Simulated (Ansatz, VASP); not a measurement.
## AlGa3N4: VASP beside Ansatz

Contents of INCAR:

```
ALGO = Normal
EDIFF = 1E-7
ENCUT = 520
ISIF = 2
ISMEAR = 0
LASPH = T
LCHARG = F
LREAL = F
LWAVE = F
NBANDS = 41
NELM = 100
PREC = Accurate
SIGMA = 0.05
```

Contents of KPOINTS:

```
k-points
0
Gamma
  6 6 6
```

Contents of POSCAR:

```
AlGa3N4
1.0
    4.5972258005      0.0000000000      0.0000000000
    0.0000000000      4.5972258005      0.0000000000
    0.0000000000      0.0000000000      4.5972258005
Al Ga N
1 3 4
Direct
    0.0000000000      0.0000000000      0.0000000000
    0.5000000000      0.5000000000      0.0000000000
    0.5000000000      0.0000000000      0.5000000000
    0.0000000000      0.5000000000      0.5000000000
    0.7548078379      0.7548078379      0.2451921621
    0.7548078379      0.2451921621      0.7548078379
    0.2451921621      0.7548078379      0.7548078379
    0.2451921621      0.2451921621      0.2451921621
```

Input for Ansatz:

```yaml
crystal:
  lattice:
    - [4.5972258005, 0.0, 0.0]
    - [0.0, 4.5972258005, 0.0]
    - [0.0, 0.0, 4.5972258005]
  atoms:
    - { symbol: Al, position: [0.0, 0.0, 0.0] }
    - { symbol: Ga, position: [0.5, 0.5, 0.0] }
    - { symbol: Ga, position: [0.5, 0.0, 0.5] }
    - { symbol: Ga, position: [0.0, 0.5, 0.5] }
    - { symbol: "N", position: [0.7548078379, 0.7548078379, 0.2451921621] }
    - { symbol: "N", position: [0.7548078379, 0.2451921621, 0.7548078379] }
    - { symbol: "N", position: [0.2451921621, 0.7548078379, 0.7548078379] }
    - { symbol: "N", position: [0.2451921621, 0.2451921621, 0.2451921621] }
basis:
  ecutwfc: 520.0
kpoints:
  mp_grid: { grid: [6, 6, 6] }
hamiltonian:
  xc: lda
  pseudopotentials: { kind: paw, azcp: { folder: soft_1 } }
scf:
  occupations: { method: gaussian, width: 0.05 }
output:
  forces: true
  stress: true
  eigenvalues: true
```

Alike in both runs: task single point; functional LDA; k mesh 6 × 6 × 6; occupations gaussian, width 0.05 eV; no spin polarisation.

|  | VASP | Ansatz |
| --- | --- | --- |
| version | VASP 6.6.1 | Ansatz 0.2.0 |
| potentials or method | VASP PAW LDA potentials, release 64 (Al, Ga_d, N), cutoff 520 eV | scalar-relativistic, plane waves, PAW |
| valence electrons in the cell | 62 | 62 |

VASP gave:

| Property | Result |
| --- | --- |
| gap on the k mesh at the Fermi level (eV) | 1.78 |
| least direct gap on the mesh (eV) | 1.78 |
| pressure (GPa) | -17.5 |
| rms of the force components (eV/Å) | 0.008 |

**Question.** What did Ansatz give for the same quantities?

**Answer.** gap on the k mesh at the Fermi level (eV): 1.77; least direct gap on the mesh (eV): 1.77; pressure (GPa): -18.2; rms of the force components (eV/Å): 0.002.

Ansatz warns that its potentials were made for another functional, while VASP's fit it. LDA's correlation is that of Perdew and Zunger in VASP and of Perdew and Wang (1992) in Ansatz. Atom by atom the forces differ by 0.010 eV/Å (rms over components).
